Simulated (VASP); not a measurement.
# Al (R-3m) in VASP: a series of runs

Al is run at these levels: LDA; tasks: single point.

Program: VASP 6.6.1. These are calculated values, not measurements. Logs are shortened: lines on timing, memory, paths and dates and some standing lists are left out, and cuts for length are marked.

## 1. The cell of the first run

The structure is trigonal, space group R-3m (No. 166). Conventional cell: a = 2.877 Å, b = 2.877 Å, c = 6.941 Å, α = 90.00°, β = 90.00°, γ = 120.00°. Within 3.8 Å of Al (site symmetry -3m) lie 12 Al at 2.85 to 2.88 Å.

## 2. Single point, LDA (equal xy, yz and zx shear strains of -1 %)

INCAR

```
ALGO = Normal ; EDIFF = 1E-6
ENCUT = 520 ; GGA = CA
ISIF = 2 ; ISMEAR = -1
LASPH = T ; LCHARG = T
LELF = T ; LREAL = F
LVHAR = T ; LWAVE = F
NBANDS = 8 ; NELM = 60
PREC = Accurate ; SIGMA = 0.03
```

KPOINTS

```
k-points
0
Gamma
  17 17 17
```

POSCAR

```
Al
1.0
   -0.0202398000      2.0138601000      2.0138601000
    2.0138601000     -0.0202398000      2.0138601000
    2.0138601000      2.0138601000     -0.0202398000
Al
1
Direct
    0.0000000000      0.0000000000      0.0000000000
```

Potentials or basis: VASP PAW LDA potentials, release 64 (Al).

Run with:

```console
$ cat potpaw_LDA.64/Al/POTCAR > POTCAR
$ mpirun -np 1 vasp_std > vasp.out
```

OUTCAR:

```text
EDIFF = 1E-6
   ENCUT = 520
   GGA = CA
   ISIF = 2
   ISMEAR = -1
   LASPH = T
   LREAL = F
   NELM = 60
   PREC = Accurate

 ion  position               nearest neighbor table
   1  0.000  0.000  0.000-

  LATTYP: Found a trigonal (rhomboedric) cell.
 ALAT       =     2.8481001833
 COS(alpha) =     0.4899250057

  Lattice vectors:

 A1 = (  -0.0202398000,   2.0138601000,   2.0138601000)
 A2 = (   2.0138601000,  -0.0202398000,   2.0138601000)
 A3 = (   2.0138601000,   2.0138601000,  -0.0202398000)

Analysis of symmetry for initial positions (statically):
=====================================================================
 Subroutine PRICEL returns:
 Original cell was already a primitive cell.

 Routine SETGRP: Setting up the symmetry group for a
 trigonal (rhombohedral) supercell.

 Subroutine GETGRP returns: Found 12 space group operations
 (whereof 12 operations were pure point group operations)
 out of a pool of 12 trial point group operations.

The static configuration has the point symmetry D_3d.

Analysis of symmetry for dynamics (positions and initial velocities):
=====================================================================
 Subroutine PRICEL returns:
 Original cell was already a primitive cell.

 Routine SETGRP: Setting up the symmetry group for a
 trigonal (rhombohedral) supercell.

 Subroutine GETGRP returns: Found 12 space group operations
 (whereof 12 operations were pure point group operations)
 out of a pool of 12 trial point group operations.

The dynamic configuration has the point symmetry D_3d.

 Subroutine INISYM returns: Found 12 space group operations
 (whereof 12 operations are pure point group operations),
 and found     1 'primitive' translations

----------------------------------------------------------------------------------------

                                     Primitive cell

  volume of cell :      16.5812

  direct lattice vectors                    reciprocal lattice vectors
    -0.020239800  2.013860100  2.013860100    -0.244567510  0.247050429  0.247050429
     2.013860100 -0.020239800  2.013860100     0.247050429 -0.244567510  0.247050429
     2.013860100  2.013860100 -0.020239800     0.247050429  0.247050429 -0.244567510

  length of vectors
     2.848100183  2.848100183  2.848100183     0.426475199  0.426475199  0.426475199

  position of ions in fractional coordinates (direct lattice)
     0.000000000  0.000000000  0.000000000

[... 71 lines left out ...]
   LSORBIT =      F    spin-orbit coupling
   LASPH  =      T    aspherical Exc in radial PAW
   ENCUT  =  520.0 eV  38.22 Ry    6.18 a.u.   5.30  5.30  5.30*2*pi/ulx,y,z
   NELM   =     60;   NELMIN=  2; NELMDL= -5     # of ELM steps
   EDIFF  = 0.1E-05   stopping-criterion for ELM
   LREAL  =      F    real-space projection
   EDIFFG = 0.1E-04   stopping-criterion for IOM
   NSW    =      0    number of steps for IOM
   IBRION =     -1    ionic relax: 0-MD 1-quasi-New 2-CG
   NFREE  =      0    steps in history (QN), initial steepest desc. (CG)
   ISIF   =      2    stress and relaxation
   ISYM   =      2    0-nonsym 1-usesym 2-fastsym
   POTIM  = 0.5000    time-step for ionic-motion
   TEBEG  =    0.0;   TEEND  =   0.0 temperature during run
   PSTRESS=    0.0 pullay stress
   NELECT =       3.0000    total number of electrons
   NUPDOWN=      -1.0000    fix difference up-down
   EMIN   =  10.00;   EMAX   =-10.00  energy-range for DOS
   EFERMI =   0.00;   METHOD = LEGACY
   ISMEAR =    -1;   SIGMA  =   0.03  broadening in eV -4-tet -1-fermi 0-gaus
   EFERMI_NEDOS =   21; number of points for ismear=-14 and -15
   IALGO  =     38    algorithm
   IMIX   =      4    mixing-type and parameters
     AMIX     =   0.40;   BMIX     =  1.00
     AMIX_MAG =   1.60;   BMIX_MAG =  1.00
  volume/ion in A,a.u.               =      16.58       111.90
  Fermi-wavevector in a.u.,A,eV,Ry     =   0.925927  1.749748 11.664822  0.857340
  Thomas-Fermi vector in A             =   2.051834
   LORBIT       =      0    0 simple, 1 ext, 2 COOP (PROOUT), +10 PAW based schemes
   GGA     = CA    functional components
   LHFCALC =     F    Hartree Fock is set to
   AEXX    =    0.0000 exact exchange contribution
   IVDW    =     0    specifies the selected vdW correction
   LEPSILON=     F    determine dielectric tensor
   LRPA    =     F    only Hartree local field effects (RPA)
 non-spin polarized calculation
  energy-cutoff  :      520.00
  volume of cell :       16.58
 maximum number of plane-waves:       461
 NGX is ok and might be reduce to    24
   NGX = 11   NGY = 11   NGZ = 11

 number of electron       3.0000000 magnetization

 Free energy of the ion-electron system (eV)
  ---------------------------------------------------
  ext. energy  EPLUGINS =         0.00000000
  ---------------------------------------------------
  free energy    TOTEN  =        -4.18498041 eV

  energy without entropy =       -4.18355867  energy(sigma->0) =       -4.18426954

 E-fermi :   7.7305     XC(G=0): -10.3255

 val. band max:        7.7156444316   @ k =   0.4118   0.1176   0.0588
 cond. band min:       7.7352985512   @ k =  -0.0588   0.3529   0.0588
 fundamental gap:      0.0196541197
 Fermi energy:         7.7304673332

 k-point     1 :       0.0000    0.0000    0.0000
  band No.  band energies     occupation
      1      -3.3261      2.00000
      2      20.1287      0.00000
      3      20.1287      0.00000
      4      20.5947      0.00000
      5      21.4000      0.00000
      6      21.4000      0.00000
      7      21.8655      0.00000
      8      24.3621      0.00000
[... 243 lines left out ...]
 k-point    24 :      -0.1176    0.0588    0.0000
  band No.  band energies     occupation
      1      -2.7403      2.00000
      2      15.4093      0.00000
      3      17.4126      0.00000
      4      20.5012      0.00000
      5      22.3390      0.00000
      6      23.0144      0.00000
      7      24.0042      0.00000
      8      24.1465      0.00000

 [... further k-points ...]
[... 5 lines left out ...]
  --------------------------------------------------------------------------------------
  -------------------------------------------------------------------------------------
  Total       -0.3711392     -0.3711392     -0.3711392      0.0300063      0.0300063      0.0300063
  in kB      -35.8617489    -35.8617489    -35.8617489      2.8993975      2.8993975      2.8993975
  external PRESSURE =     -35.8617489 kB  Pullay stress =       0.0000000 kB

 VOLUME and BASIS-vectors are now :
 -----------------------------------------------------------------------------
  energy-cutoff  :      520.00
  volume of cell :       16.58
      direct lattice vectors                 reciprocal lattice vectors
    -0.020239800  2.013860100  2.013860100    -0.244567510  0.247050429  0.247050429
     2.013860100 -0.020239800  2.013860100     0.247050429 -0.244567510  0.247050429
     2.013860100  2.013860100 -0.020239800     0.247050429  0.247050429 -0.244567510

 POSITION                                       TOTAL-FORCE (eV/Angst)
 -----------------------------------------------------------------------------------
      0.00000      0.00000      0.00000         0.000000     -0.000000      0.000000
 -----------------------------------------------------------------------------------
    total drift:                                0.000000      0.000000      0.000000

  FREE ENERGIE OF THE ION-ELECTRON SYSTEM (eV)
  ---------------------------------------------------
  free  energy   TOTEN  =        -4.1849804104 eV

  energy  without entropy=       -4.1835586665  energy(sigma->0) =       -4.18426954
```

stdout:

```text
POSCAR found type information on POSCAR Al
 POSCAR found :  1 types and       1 ions
 scaLAPACK will be used
 LDA part: xc-table for (Slater(with rela. corr.)+CA(PZ))
 , standard interpolation
 POSCAR, INCAR and KPOINTS ok, starting setup
 FFT: planning ... GRIDC
 FFT: planning ... GRID_SOFT
 FFT: planning ... GRID
 WAVECAR not read
 entering main loop
```

Wall time 33 s (1 thread of Intel Xeon Platinum 8488C (Sapphire Rapids), shared host); peak memory 0.16 GiB.

What came out:

* Free energy: -4.1850 eV
* Pressure: -3.6 GPa

Stress tensor (GPa, compression positive):
```
-3.59  0.29  0.29
 0.29 -3.59  0.29
 0.29  0.29 -3.59
```

Caveat: the cell differs from its parent crystal (equal xy, yz and zx shear strains of -1 %).

## 3. Single point, LDA (equal xy, yz and zx shear strains of +1 %)

INCAR

```
SYSTEM = Al
PREC     = Accurate       ! precision mode
ENCUT    = 520            ! plane-wave cutoff, eV
EDIFF    = 1E-7           ! SCF threshold, eV
ISMEAR   = -1             ! smearing method
SIGMA    = 0.03           ! smearing width, eV
LREAL    = .FALSE.        ! projectors in reciprocal space
LASPH    = .TRUE.         ! aspherical terms in the spheres
NELM     = 80             ! most SCF steps
ALGO     = Normal         ! electronic algorithm
ISIF     = 2              ! what is computed and relaxed
LWAVE    = .FALSE.        ! write WAVECAR
LCHARG   = .FALSE.        ! write CHGCAR
GGA      = CA             ! functional
NBANDS   = 8              ! bands
```

KPOINTS

```
Automatic mesh
0
G
  17 17 17
  0 0 0
```

POSCAR

```
Al
1.0
    0.0202398000      2.0340999000      2.0340999000
    2.0340999000      0.0202398000      2.0340999000
    2.0340999000      2.0340999000      0.0202398000
Al
1
Direct
    0.0000000000      0.0000000000      0.0000000000
```

Potentials or basis: VASP PAW LDA potentials, release 64 (Al).

Run with:

```console
$ cat potpaw_LDA.64/Al/POTCAR > POTCAR
$ mpirun -np 1 vasp_std > vasp.out
```

OUTCAR:

```text
SYSTEM = Al
   PREC = Accurate
   ENCUT = 520
   EDIFF = 1E-7
   ISMEAR = -1
   LREAL = .FALSE.
   LASPH = .TRUE.
   NELM = 80
   ISIF = 2
   GGA = CA

 ion  position               nearest neighbor table
   1  0.000  0.000  0.000-

  LATTYP: Found a trigonal (rhomboedric) cell.
 ALAT       =     2.8767228674
 COS(alpha) =     0.5099250056

  Lattice vectors:

 A1 = (   0.0202398000,   2.0340999000,   2.0340999000)
 A2 = (   2.0340999000,   0.0202398000,   2.0340999000)
 A3 = (   2.0340999000,   2.0340999000,   0.0202398000)

Analysis of symmetry for initial positions (statically):
=====================================================================
 Subroutine PRICEL returns:
 Original cell was already a primitive cell.

 Routine SETGRP: Setting up the symmetry group for a
 trigonal (rhombohedral) supercell.

 Subroutine GETGRP returns: Found 12 space group operations
 (whereof 12 operations were pure point group operations)
 out of a pool of 12 trial point group operations.

The static configuration has the point symmetry D_3d.

Analysis of symmetry for dynamics (positions and initial velocities):
=====================================================================
 Subroutine PRICEL returns:
 Original cell was already a primitive cell.

 Routine SETGRP: Setting up the symmetry group for a
 trigonal (rhombohedral) supercell.

 Subroutine GETGRP returns: Found 12 space group operations
 (whereof 12 operations were pure point group operations)
 out of a pool of 12 trial point group operations.

The dynamic configuration has the point symmetry D_3d.

 Subroutine INISYM returns: Found 12 space group operations
 (whereof 12 operations are pure point group operations),
 and found     1 'primitive' translations
[... 109 lines left out ...]
   EFERMI_NEDOS =   21; number of points for ismear=-14 and -15
   IALGO  =     38    algorithm
   IMIX   =      4    mixing-type and parameters
     AMIX     =   0.40;   BMIX     =  1.00
     AMIX_MAG =   1.60;   BMIX_MAG =  1.00
  volume/ion in A,a.u.               =      16.58       111.90
  Fermi-wavevector in a.u.,A,eV,Ry     =   0.925927  1.749747 11.664818  0.857340
  Thomas-Fermi vector in A             =   2.051834
   LORBIT       =      0    0 simple, 1 ext, 2 COOP (PROOUT), +10 PAW based schemes
   GGA     = CA    functional components
   LHFCALC =     F    Hartree Fock is set to
   AEXX    =    0.0000 exact exchange contribution
   IVDW    =     0    specifies the selected vdW correction
   LEPSILON=     F    determine dielectric tensor
   LRPA    =     F    only Hartree local field effects (RPA)
 non-spin polarized calculation
  energy-cutoff  :      520.00
  volume of cell :       16.58
 maximum number of plane-waves:       459
 NGX is ok and might be reduce to    24
   NGX = 11   NGY = 11   NGZ = 11

 number of electron       3.0000000 magnetization

 Free energy of the ion-electron system (eV)
  ---------------------------------------------------
  ext. energy  EPLUGINS =         0.00000000
  ---------------------------------------------------
  free energy    TOTEN  =        -4.18526142 eV

  energy without entropy =       -4.18399477  energy(sigma->0) =       -4.18462809

 E-fermi :   7.7382     XC(G=0): -10.3255

 val. band max:        7.7100526951   @ k =  -0.2941   0.4706   0.1765
 cond. band min:       7.7449436226   @ k =  -0.2353   0.2941   0.1765
 fundamental gap:      0.0348909275
 Fermi energy:         7.7381666916

 k-point     1 :       0.0000    0.0000    0.0000
  band No.  band energies     occupation
      1      -3.3261      2.00000
      2      19.9720      0.00000
      3      20.4402      0.00000
      4      20.4402      0.00000
      5      21.2023      0.00000
      6      21.7364      0.00000
      7      21.7364      0.00000
      8      24.3520      0.00000
[... 243 lines left out ...]
 k-point    24 :      -0.1176    0.0588   -0.0000
  band No.  band energies     occupation
      1      -2.7291      2.00000
      2      15.6253      0.00000
      3      17.5768      0.00000
      4      20.1952      0.00000
      5      22.0621      0.00000
      6      22.7632      0.00000
      7      23.9421      0.00000
      8      24.1507      0.00000

 [... further k-points ...]

------------------------ aborting loop because EDIFF is reached ----------------------------------------

  FORCE on cell =-STRESS in cart. coord.  units (eV):
  Direction    XX          YY          ZZ          XY          YZ          ZX
  --------------------------------------------------------------------------------------
  -------------------------------------------------------------------------------------
  Total       -0.3709985     -0.3709985     -0.3709985     -0.0211681     -0.0211681     -0.0211681
  in kB      -35.8481323    -35.8481323    -35.8481323     -2.0453912     -2.0453912     -2.0453912
  external PRESSURE =     -35.8481323 kB  Pullay stress =       0.0000000 kB

 VOLUME and BASIS-vectors are now :
 -----------------------------------------------------------------------------
  energy-cutoff  :      520.00
  volume of cell :       16.58
      direct lattice vectors                 reciprocal lattice vectors
     0.020239800  2.034099900  2.034099900    -0.249508517  0.247050305  0.247050305
     2.034099900  0.020239800  2.034099900     0.247050305 -0.249508517  0.247050305
     2.034099900  2.034099900  0.020239800     0.247050305  0.247050305 -0.249508517

 POSITION                                       TOTAL-FORCE (eV/Angst)
 -----------------------------------------------------------------------------------
      0.00000      0.00000      0.00000         0.000000     -0.000000     -0.000000
 -----------------------------------------------------------------------------------
    total drift:                                0.000000      0.000000      0.000000

  FREE ENERGIE OF THE ION-ELECTRON SYSTEM (eV)
  ---------------------------------------------------
  free  energy   TOTEN  =        -4.1852614182 eV

  energy  without entropy=       -4.1839947656  energy(sigma->0) =       -4.18462809
```

OSZICAR:

```text
N       E                     dE             d eps       ncg     rms          rms(c)
DAV:   1    -0.284923042640E+01   -0.28492E+01   -0.89456E+02  7856   0.207E+02
DAV:   2    -0.420752556654E+01   -0.13583E+01   -0.13229E+01 10784   0.187E+01
DAV:   3    -0.421406239008E+01   -0.65368E-02   -0.65351E-02 10040   0.141E+00
DAV:   4    -0.421407409025E+01   -0.11700E-04   -0.11699E-04 12336   0.559E-02
DAV:   5    -0.421407410104E+01   -0.10782E-07   -0.11546E-07 10064   0.103E-03    0.135E+00
DAV:   6    -0.419657001173E+01    0.17504E-01   -0.26919E-03 10496   0.204E-01    0.762E-01
DAV:   7    -0.418528566519E+01    0.11284E-01   -0.67051E-03 10208   0.317E-01    0.158E-01
DAV:   8    -0.418526164589E+01    0.24019E-04   -0.19265E-05 11624   0.287E-02    0.143E-02
DAV:   9    -0.418526143504E+01    0.21085E-06   -0.14184E-07 11056   0.177E-03    0.834E-04
DAV:  10    -0.418526141825E+01    0.16793E-07   -0.47329E-09  9856   0.370E-04
   1 F= -.41852614E+01 E0= -.41846281E+01  d E =-.126665E-02
```

Wall time 33 s (1 thread of Intel Xeon Platinum 8488C (Sapphire Rapids), shared host); peak memory 0.16 GiB.

Results:

```yaml
Free_energy: -4.1853 eV
Pressure: -3.6 GPa
```

Stress tensor (GPa, compression positive):
```
-3.58 -0.20 -0.20
-0.20 -3.58 -0.20
-0.20 -0.20 -3.58
```

Caveat: the cell differs from its parent crystal (equal xy, yz and zx shear strains of +1 %).

## 4. Single point, LDA (equal xy, yz and zx shear strains of +2 %)

INCAR

```
SYSTEM = Al
PREC = Accurate
ENCUT = 520
EDIFF = 1E-7
ISMEAR = -1
SIGMA = 0.03
LREAL = .False.
LASPH = .True.
NELM = 100
ALGO = Normal
ISIF = 2
LWAVE = .False.
LCHARG = .False.
GGA = CA
NBANDS = 8
```

KPOINTS

```
Automatic mesh
0
Gamma
  17 17 17
  0 0 0
```

POSCAR

```
Al
1.0
    0.0404796000      2.0442198000      2.0442198000
    2.0442198000      0.0404796000      2.0442198000
    2.0442198000      2.0442198000      0.0404796000
Al
1
Direct
    0.0000000000      0.0000000000      0.0000000000
```

Run with:

```console
$ cat potpaw_LDA.64/Al/POTCAR > POTCAR
$ mpirun -np 1 vasp_std > vasp.out
```

Run time: 35 s. Hardware: 1 thread of Intel Xeon Platinum 8488C (Sapphire Rapids), shared host; peak memory 0.16 GiB.

Results (log left out):

| Quantity | Value |
| --- | --- |
| Free energy | -4.1838 eV |
| Pressure | -3.5 GPa |

Stress tensor (GPa, compression positive):
```
-3.53 -0.82 -0.82
-0.82 -3.53 -0.82
-0.82 -0.82 -3.53
```

Levels at points of the mesh, in eV from the Fermi level:
| k point | band 1 | band 2 | band 3 | band 4 |
| --- | --- | --- | --- | --- |
| (0.00, 0.00, 0.00) | -11.07 | 11.91 | 12.85 | 12.85 |

Caveat: the cell differs from its parent crystal (equal xy, yz and zx shear strains of +2 %).

## 5. The runs side by side

| cell | gap on the mesh (eV) | pressure (GPa) |
| --- | --- | --- |
| a = 2.848 Å, angles 60.7°, 1 atom | none | -3.6 |
| a = 2.877 Å, angles 59.3°, 1 atom | none | -3.6 |
| a = 2.891 Å, angles 58.7°, 1 atom | none | -3.5 |

Alike in all rows: task single point; level LDA; potentials or basis VASP PAW LDA potentials, release 64 (Al); no spin polarisation; k mesh 17 × 17 × 17; cutoff (eV) 520; smearing fermi-dirac 0.03 eV.

Total energies depend on the potentials used, so only differences within one code and one set of settings carry meaning.
